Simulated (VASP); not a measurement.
# BaTe (Fm-3m) in VASP: a series of runs

BaTe is run at these levels: r2SCAN; tasks: single point.

Program: VASP 6.6.1. These are calculated values, not measurements. Logs are shortened: lines on timing, memory, paths and dates and some standing lists are left out, and cuts for length are marked.

**1. The cell of the first run**

It takes space group Fm-3m (No. 225, cubic). The conventional cell has a = 7.063 Å, b = 7.063 Å, c = 7.063 Å, α = 90.00°, β = 90.00°, γ = 90.00°. Ba (site symmetry m-3m) has 6 Te at 3.53 Å within 4.6 Å. Within 4.6 Å of Te (site symmetry m-3m) lie 6 Ba at 3.53 Å.

**2. Single point, r2SCAN**

POSCAR reads:

```
BaTe
1.0
    0.0000000000      3.5316002659      3.5316002659
    3.5316002659      0.0000000000      3.5316002659
    3.5316002659      3.5316002659      0.0000000000
Ba Te
1 1
Direct
    0.5000000000      0.5000000000      0.5000000000
    0.0000000000      0.0000000000      0.0000000000
```

INCAR.step1 reads:

```
PREC = Accurate
ENCUT = 520
ISMEAR = 0
SIGMA = 0.05
LREAL = False
LASPH = True
NELM = 100
NBANDS = 15
GGA = PE
ALGO = Normal
EDIFF = 1E-4
LWAVE = True
LCHARG = False
```

INCAR.step2 reads:

```
PREC = Accurate
ENCUT = 520
EDIFF = 1E-6
ISMEAR = 0
SIGMA = 0.05
LREAL = False
LASPH = True
NELM = 100
ALGO = Normal
ISIF = 2
LWAVE = False
LCHARG = True
METAGGA = R2SCAN
LMIXTAU = True
LELF = True
LVHAR = True
NBANDS = 15
ISTART = 1
```

KPOINTS reads:

```
regular mesh
0
Gamma
  6 6 6
```

Potentials or basis: VASP PAW PBE potentials, release 64 (Ba_sv, Te).

Command:

```bash
$ cat potpaw_PBE.64/Ba_sv/POTCAR potpaw_PBE.64/Te/POTCAR > POTCAR
$ cp INCAR.step1 INCAR
$ mpirun -np 1 vasp_std > vasp.out
$ cp INCAR.step2 INCAR
$ mpirun -np 1 vasp_std > vasp.out
```

OUTCAR:

```text
PREC = Accurate
   ENCUT = 520
   EDIFF = 1E-6
   ISMEAR = 0
   LREAL = False
   LASPH = True
   NELM = 100
   ISIF = 2
   METAGGA = R2SCAN
   ISTART = 1

 ion  position               nearest neighbor table
   1  0.500  0.500  0.500-   2 3.53   2 3.53   2 3.53   2 3.53   2 3.53   2 3.53
   2  0.000  0.000  0.000-   1 3.53   1 3.53   1 3.53   1 3.53   1 3.53   1 3.53

  LATTYP: Found a face centered cubic cell.
 ALAT       =     7.0632005318

  Lattice vectors:

 A1 = (   0.0000000000,   3.5316002659,   3.5316002659)
 A2 = (   3.5316002659,   0.0000000000,   3.5316002659)
 A3 = (   3.5316002659,   3.5316002659,   0.0000000000)

Analysis of symmetry for initial positions (statically):
=====================================================================
 Subroutine PRICEL returns:
 Original cell was already a primitive cell.

 Routine SETGRP: Setting up the symmetry group for a
 face centered cubic supercell.

 Subroutine GETGRP returns: Found 48 space group operations
 (whereof 48 operations were pure point group operations)
 out of a pool of 48 trial point group operations.

The static configuration has the point symmetry O_h .

Analysis of symmetry for dynamics (positions and initial velocities):
=====================================================================
 Subroutine PRICEL returns:
 Original cell was already a primitive cell.

 Routine SETGRP: Setting up the symmetry group for a
 face centered cubic supercell.

 Subroutine GETGRP returns: Found 48 space group operations
 (whereof 48 operations were pure point group operations)
 out of a pool of 48 trial point group operations.

The dynamic configuration has the point symmetry O_h .

 Subroutine INISYM returns: Found 48 space group operations
 (whereof 48 operations are pure point group operations),
 and found     1 'primitive' translations

----------------------------------------------------------------------------------------

                                     Primitive cell

  volume of cell :      88.0937

  direct lattice vectors                    reciprocal lattice vectors
     0.000000000  3.531600266  3.531600266    -0.141578877  0.141578877  0.141578877
     3.531600266  0.000000000  3.531600266     0.141578877 -0.141578877  0.141578877
     3.531600266  3.531600266  0.000000000     0.141578877  0.141578877 -0.141578877

  length of vectors
     4.994436993  4.994436993  4.994436993     0.245221808  0.245221808  0.245221808

  position of ions in fractional coordinates (direct lattice)
     0.500000000  0.500000000  0.500000000
     0.000000000  0.000000000  0.000000000

  ion indices of the primitive-cell ions
   primitive index   ion index
                 1           1
                 2           2

----------------------------------------------------------------------------------------

 KPOINTS: regular mesh

Automatic generation of k-mesh.
 Grid dimensions read from file:
 generate k-points for:    6    6    6

 Generating k-lattice:

  Cartesian coordinates                     Fractional coordinates (reciprocal lattice)
    -0.023596480  0.023596480  0.023596480     0.166666667  0.000000000  0.000000000
     0.023596480 -0.023596480  0.023596480     0.000000000  0.166666667  0.000000000
     0.023596480  0.023596480 -0.023596480     0.000000000  0.000000000  0.166666667

  Length of vectors
     0.040870301  0.040870301  0.040870301

  Shift w.r.t. Gamma in fractional coordinates (k-lattice)
     0.000000000  0.000000000  0.000000000

 Subroutine IBZKPT returns following result:
 ===========================================

 Found     16 irreducible k-points:

 Following reciprocal coordinates:
            Coordinates               Weight
  0.000000  0.000000  0.000000      1.000000
  0.166667  0.000000  0.000000      8.000000
  0.333333  0.000000  0.000000      8.000000
  0.500000  0.000000  0.000000      4.000000
  0.166667  0.166667  0.000000      6.000000
  0.333333  0.166667  0.000000     24.000000
[... 8 lines left out ...]
 -0.333333  0.333333  0.166667     24.000000
 -0.333333  0.500000  0.166667     12.000000
   k-points           NKPTS =     16   k-points in BZ     NKDIM =     16   number of bands    NBANDS=     15
   number of dos      NEDOS =    301   number of ions     NIONS =      2
   total plane-waves  NPLWV =  64000
   dimension x,y,z NGX =    40 NGY =   40 NGZ =   40
   dimension x,y,z NGXF=    80 NGYF=   80 NGZF=   80
   ions per type =               1   1
   NGX,Y,Z   is equivalent  to a cutoff of  13.31, 13.31, 13.31 a.u.
   NGXF,Y,Z  is equivalent  to a cutoff of  26.63, 26.63, 26.63 a.u.
 SYSTEM =  unknown system
   PREC   = accura    normal or accurate (medium, high low for compatibility)
   ISTART =      1    job   : 0-new  1-cont  2-samecut
   ICHARG =      0    charge: 1-file 2-atom 10-const
   ISPIN  =      1    spin polarized calculation?
   LNONCOLLINEAR =      F non collinear calculations
   LSORBIT =      F    spin-orbit coupling
   LASPH  =      T    aspherical Exc in radial PAW
   ENCUT  =  520.0 eV  38.22 Ry    6.18 a.u.   9.29  9.29  9.29*2*pi/ulx,y,z
   NELM   =    100;   NELMIN=  2; NELMDL=  0     # of ELM steps
   EDIFF  = 0.1E-05   stopping-criterion for ELM
   LREAL  =      F    real-space projection
   EDIFFG = 0.1E-04   stopping-criterion for IOM
   NSW    =      0    number of steps for IOM
   IBRION =     -1    ionic relax: 0-MD 1-quasi-New 2-CG
   NFREE  =      0    steps in history (QN), initial steepest desc. (CG)
   ISIF   =      2    stress and relaxation
   ISYM   =      2    0-nonsym 1-usesym 2-fastsym
   POTIM  = 0.5000    time-step for ionic-motion
   TEBEG  =    0.0;   TEEND  =   0.0 temperature during run
   PSTRESS=    0.0 pullay stress
   NELECT =      16.0000    total number of electrons
   NUPDOWN=      -1.0000    fix difference up-down
   EMIN   =  10.00;   EMAX   =-10.00  energy-range for DOS
   EFERMI =   0.00;   METHOD = LEGACY
   ISMEAR =     0;   SIGMA  =   0.05  broadening in eV -4-tet -1-fermi 0-gaus
   EFERMI_NEDOS =   21; number of points for ismear=-14 and -15
   IALGO  =     38    algorithm
   IMIX   =      4    mixing-type and parameters
     AMIX     =   0.40;   BMIX     =  1.00
     AMIX_MAG =   1.60;   BMIX_MAG =  1.00
  volume/ion in A,a.u.               =      44.05       297.24
  Fermi-wavevector in a.u.,A,eV,Ry     =   0.927114  1.751992 11.694765  0.859541
  Thomas-Fermi vector in A             =   2.053149
   LORBIT       =      0    0 simple, 1 ext, 2 COOP (PROOUT), +10 PAW based schemes
   METAGGA = R2SCAN    functional components
   LHFCALC =     F    Hartree Fock is set to
   AEXX    =    0.0000 exact exchange contribution
   IVDW    =     0    specifies the selected vdW correction
   LEPSILON=     F    determine dielectric tensor
   LRPA    =     F    only Hartree local field effects (RPA)
 non-spin polarized calculation
 Gauss-broadening in eV      SIGMA  =   0.05
  energy-cutoff  :      520.00
  volume of cell :       88.09
 maximum number of plane-waves:      2421
 NGX is ok and might be reduce to    40
   NGX = 19   NGY = 19   NGZ = 19

 number of electron      16.0000000 magnetization

 Free energy of the ion-electron system (eV)
  ---------------------------------------------------
  ext. energy  EPLUGINS =         0.00000000
  ---------------------------------------------------
  free energy    TOTEN  =       -56.02827951 eV

  energy without entropy =      -56.02827951  energy(sigma->0) =      -56.02827951

 E-fermi :   2.2184     XC(G=0):  -8.5168

 val. band max:        1.8974499728   @ k =   0.0000   0.0000   0.0000
 cond. band min:       3.8274210046   @ k =   0.5000   0.5000   0.0000
 fundamental gap:      1.9299710318
 Fermi energy:         2.2183848106

 k-point     1 :       0.0000    0.0000    0.0000
  band No.  band energies     occupation
      1     -25.9859      2.00000
      2     -10.7076      2.00000
      3     -10.7076      2.00000
      4     -10.7076      2.00000
      5      -7.8572      2.00000
      6       1.8974      2.00000
      7       1.8974      2.00000
      8       1.8974      2.00000
      9       5.2547      0.00000
     10       5.2547      0.00000
     11       5.2547      0.00000
     12       5.3688      0.00000
     13       5.9143      0.00000
     14       5.9143      0.00000
     15       9.3883      0.00000

 k-point     2 :       0.1667    0.0000    0.0000
  band No.  band energies     occupation
      1     -25.9829      2.00000
      2     -10.8162      2.00000
      3     -10.7100      2.00000
      4     -10.7099      2.00000
      5      -7.6755      2.00000
      6       1.1567      2.00000
      7       1.5502      2.00000
      8       1.5502      2.00000
      9       5.3122      0.00000
     10       5.5946      0.00000
     11       5.5946      0.00000
     12       6.3810      0.00000
     13       6.6504      0.00000
     14       6.6504      0.00000
     15      10.2108      0.00000

 k-point     3 :       0.3333    0.0000    0.0000
  band No.  band energies     occupation
      1     -25.9768      2.00000
      2     -11.0061      2.00000
      3     -10.7146      2.00000
      4     -10.7146      2.00000
      5      -7.3274      2.00000
      6       0.1532      2.00000
      7       1.0362      2.00000
      8       1.0362      2.00000
      9       5.7327      0.00000
     10       6.4688      0.00000
     11       6.4688      0.00000
     12       7.6911      0.00000
     13       8.2879      0.00000
     14       8.2879      0.00000
     15      10.5212      0.00000
[... 199 lines left out ...]
 k-point    15 :      -0.3333    0.3333    0.1667
  band No.  band energies     occupation
      1     -25.9709      2.00000
      2     -10.9505      2.00000
      3     -10.8091      2.00000
      4     -10.7648      2.00000
      5      -7.3832      2.00000
      6       0.3805      2.00000
      7       0.9344      2.00000
      8       0.9771      2.00000
      9       5.9009      0.00000
     10       6.0215      0.00000
     11       7.7232      0.00000
     12       7.7442      0.00000
     13       7.8747      0.00000
     14       9.5998      0.00000
     15      10.5513      0.00000

 k-point    16 :      -0.3333    0.5000    0.1667
  band No.  band energies     occupation
      1     -25.9699      2.00000
      2     -10.8670      2.00000
      3     -10.8289      2.00000
      4     -10.8111      2.00000
      5      -7.5067      2.00000
      6       0.8404      2.00000
      7       0.8604      2.00000
      8       1.1636      2.00000
      9       4.8480      0.00000
     10       6.8678      0.00000
     11       7.1186      0.00000
     12       7.6977      0.00000
     13       8.0776      0.00000
     14       8.9157      0.00000
     15      10.4669      0.00000

------------------------ aborting loop because EDIFF is reached ----------------------------------------

  FORCE on cell =-STRESS in cart. coord.  units (eV):
  Direction    XX          YY          ZZ          XY          YZ          ZX
  --------------------------------------------------------------------------------------
  -------------------------------------------------------------------------------------
  Total        0.1765545      0.1765545      0.1765545     -0.0000000     -0.0000000      0.0000000
  in kB        3.2110332      3.2110332      3.2110332     -0.0000000     -0.0000000      0.0000000
  external PRESSURE =       3.2110332 kB  Pullay stress =       0.0000000 kB

 VOLUME and BASIS-vectors are now :
 -----------------------------------------------------------------------------
  energy-cutoff  :      520.00
  volume of cell :       88.09
      direct lattice vectors                 reciprocal lattice vectors
     0.000000000  3.531600266  3.531600266    -0.141578877  0.141578877  0.141578877
     3.531600266  0.000000000  3.531600266     0.141578877 -0.141578877  0.141578877
     3.531600266  3.531600266  0.000000000     0.141578877  0.141578877 -0.141578877

 POSITION                                       TOTAL-FORCE (eV/Angst)
 -----------------------------------------------------------------------------------
      3.53160      3.53160      3.53160        -0.000000     -0.000000     -0.000000
      0.00000      0.00000      0.00000         0.000000      0.000000      0.000000
 -----------------------------------------------------------------------------------
    total drift:                                0.000000     -0.000000      0.000000

  FREE ENERGIE OF THE ION-ELECTRON SYSTEM (eV)
  ---------------------------------------------------
  free  energy   TOTEN  =       -56.0282795064 eV

  energy  without entropy=      -56.0282795064  energy(sigma->0) =      -56.02827951
```

Run time: 1.8 min. Hardware: 1 thread of Intel Xeon 6975P-C, shared host; peak memory 0.26 GiB.

What came out:

| Property | Result |
| --- | --- |
| Free energy | -56.0283 eV |
| Pressure | 0.3 GPa |
| Band gap on the k mesh | 1.93 eV, indirect (least direct gap 2.32 eV) |

Caveat: the PAW data sets were made with another functional, which shifts forces and pressure a little; spin-orbit coupling is left out, which moves the levels of the heavy elements. A k mesh can miss the band edges.

**3. Single point, r2SCAN (volume scaled by 1.02)**

POSCAR reads:

```
BaTe
1.0
    0.0000000000      3.5549890287      3.5549890287
    3.5549890287      0.0000000000      3.5549890287
    3.5549890287      3.5549890287      0.0000000000
Ba Te
1 1
Direct
    0.5000000000      0.5000000000      0.5000000000
    0.0000000000      0.0000000000      0.0000000000
```

INCAR.step1 reads:

```
SYSTEM = BaTe
PREC = Accurate ; ENCUT = 520
ISMEAR = 0 ; SIGMA = 0.05
LREAL = .False. ; LASPH = .True.
NELM = 100 ; NBANDS = 15
GGA = PE ; ALGO = Normal
EDIFF = 1E-4 ; LWAVE = .True.
LCHARG = .False.
```

INCAR.step2 reads:

```
SYSTEM = BaTe
PREC = Accurate ; ENCUT = 520
EDIFF = 1E-6 ; ISMEAR = 0
SIGMA = 0.05 ; LREAL = .False.
LASPH = .True. ; NELM = 100
ALGO = Normal ; ISIF = 2
LWAVE = .False. ; LCHARG = .False.
METAGGA = R2SCAN ; LMIXTAU = .True.
NBANDS = 15 ; ISTART = 1
```

KPOINTS reads:

```
regular mesh
0
Gamma
  6 6 6
  0 0 0
```

Potentials or basis: VASP PAW PBE potentials, release 64 (Ba_sv, Te).

Command:

```bash
$ cat potpaw_PBE.64/Ba_sv/POTCAR potpaw_PBE.64/Te/POTCAR > POTCAR
$ cp INCAR.step1 INCAR
$ mpirun -np 1 vasp_std > vasp.out
$ cp INCAR.step2 INCAR
$ mpirun -np 1 vasp_std > vasp.out
```

It took 1.8 min on 1 thread of Intel Xeon 6975P-C, shared host; peak memory 0.26 GiB.

Results (log left out):

```yaml
Free_energy: -56.0284 eV
Pressure: -0.3 GPa
Band_gap_on_the_k_mesh: 1.97 eV, indirect (least direct gap 2.36 eV)
```

Levels at points of the mesh, in eV from the valence-band top:
```csv
k point,band 4,band 5,band 6,band 7,band 8,band 9,band 10,band 11,band 12,band 13
"(0.00, 0.00, 0.00)",-12.66,-9.71,0.00,0.00,0.00,3.37,3.37,3.37,3.39,4.01
"(0.50, 0.00, 0.00)",-12.66,-9.06,-2.10,-1.03,-1.03,4.57,5.14,5.30,5.30,7.36
"(0.50, 0.50, 0.00)",-12.72,-9.51,-1.13,-0.39,-0.39,1.97,4.87,5.14,6.01,6.10
```

Caveat: the PAW data sets were made with another functional, which shifts forces and pressure a little; spin-orbit coupling is left out, which moves the levels of the heavy elements. A k mesh can miss the band edges.

(Continued in part 2 of 2.)
